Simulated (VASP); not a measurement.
## MgO2: single point with PBEsol

MgO2:

```
CELL_PARAMETERS angstrom
1.73314 1.00063 3.49398
-1.73314 1.00063 3.49398
0.00000 -2.00126 3.49398
ATOMIC_POSITIONS crystal
Mg 0.00000 0.00000 0.00000
O 0.42879 0.42879 0.42879
O 0.57121 0.57121 0.57121
```

This cell differs from its parent crystal: strain +0.080 along x and y, +0.000 along z.

```
Program                : VASP 6.6.1
Task                   : single point
Functional             : PBEsol
Potentials or basis    : VASP PAW PBE potentials, release 64 (Mg_sv, O)
Cutoff                 : 840 eV
k mesh                 : 12 × 12 × 12
Occupations            : gaussian, width 0.05 eV
Spin                   : no spin polarisation
Dipole correction      : no
Further INCAR settings : ALGO = Normal; EDIFF = 1e-06; NBANDS = 18
```

| Item | Value |
| --- | --- |
| Pressure | -14.6 GPa |
| Largest force | 0.525 eV/Å |
| Band gap on the k mesh | 2.27 eV (least direct gap 2.29 eV) |

Forces on the atoms (eV/Å):
```
Mg   0.000  0.000  0.000
O    0.000  0.000 -0.525
O    0.000  0.000  0.525
```

Stress tensor (GPa, compression positive):
```
-18.60   0.00   0.00
  0.00 -18.60   0.00
  0.00   0.00  -6.61
```

Levels at points of the mesh, in eV from the valence-band top:
```tsv
k point	band 7	band 8	band 9	band 10	band 11	band 12	band 13	band 14	band 15	band 16
(0.00, 0.00, 0.00)	-7.11	-3.45	-3.45	-0.74	-0.74	3.21	4.79	11.23	13.15	13.15
(0.50, 0.00, 0.00)	-6.27	-5.62	-3.64	-1.18	-0.75	4.22	7.29	7.98	11.29	12.52
(0.50, 0.50, 0.00)	-5.71	-4.94	-4.33	-1.84	0.00	3.59	6.50	9.14	10.79	11.46
(0.50, 0.50, 0.50)	-4.83	-3.91	-3.91	-0.02	-0.02	2.28	3.98	8.02	11.98	11.98
```

Run time: 7.4 min on 1 thread of Intel(R) Xeon(R) Platinum 8375C CPU @ 2.90GHz (Ice Lake) (shared host), peak memory 0.38 GiB.

Caveat: the cell differs from its parent crystal (strain +0.080 along x and y, +0.000 along z); the stress differs along the axes, from -19 to -7 GPa; the PAW data sets were made with another functional, which shifts forces and pressure a little. A k mesh can miss the band edges.
